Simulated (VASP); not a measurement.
Set up this calculation in VASP 6.6.1, as the native input.

```
Task                   : relaxation of cell and atoms
Functional             : PBE
Potentials or basis    : VASP PAW PBE potentials, release 64 (Be, H)
Cutoff                 : 600 eV
k mesh                 : 6 × 6 × 4
Occupations            : gaussian, width 0.1 eV
Spin                   : no spin polarisation
Dipole correction      : no
Further INCAR settings : ALGO = Normal; EDIFF = 1e-06; IBRION = 2; EDIFFG = -0.04; NSW = 90; ISIF = 3
```

The structure of Be2H3 lies in POSCAR:

```
Be2H3
1.0
    3.8841948240      0.0000000000      0.0000000000
    1.8923724501      3.6088473418      0.0000000000
    1.8517999398      0.2551130314      5.5419965401
Be H
4 6
Direct
    0.8742695520      0.1755042051      0.9888594569
    0.8660061368      0.4972565003      0.6339870923
    0.4417143049      0.2028967194      0.7544234689
    0.0774335904      0.4701366267      0.1734190573
    0.1015046422      0.8036810744      0.0672972687
    0.1597071533      0.3759287331      0.4060027137
    0.4872680408      0.5184722780      0.6256040553
    0.4713631335      0.1785457682      0.0159201011
    0.7766887136      0.8810323111      0.6446924281
    0.7440447323      0.3965457837      0.1897943577
```

The input as run:

INCAR

```
SYSTEM = Be2H3
PREC = Accurate
ENCUT = 600
EDIFF = 1E-6
ISMEAR = 0
SIGMA = 0.1
LREAL = .FALSE.
LASPH = .TRUE.
NELM = 100
ALGO = Normal
ISIF = 3
LWAVE = .FALSE.
LCHARG = .FALSE.
GGA = PE
IBRION = 2
NSW = 90
EDIFFG = -0.04
```

KPOINTS

```
Automatic mesh
0
G
  6 6 4
  0 0 0
```

Potentials or basis: VASP PAW PBE potentials, release 64 (Be, H).

Launch:

```console
$ cat potpaw_PBE.64/Be/POTCAR potpaw_PBE.64/H/POTCAR > POTCAR
$ mpirun -np 1 vasp_std > vasp.out
```

Results of the run:

- Pressure after relaxing: 0.1 GPa
- Largest force after relaxing: 0.018 eV/Å
- Band gap on the k mesh: 1.83 eV (least direct gap 2.12 eV)

Caveat: the relaxation stopped at its first step, so nothing moved.

It took 48 s on 1 thread of Intel(R) Xeon(R) Platinum 8488C (Sapphire Rapids), on a shared host, peak memory 0.26 GiB.
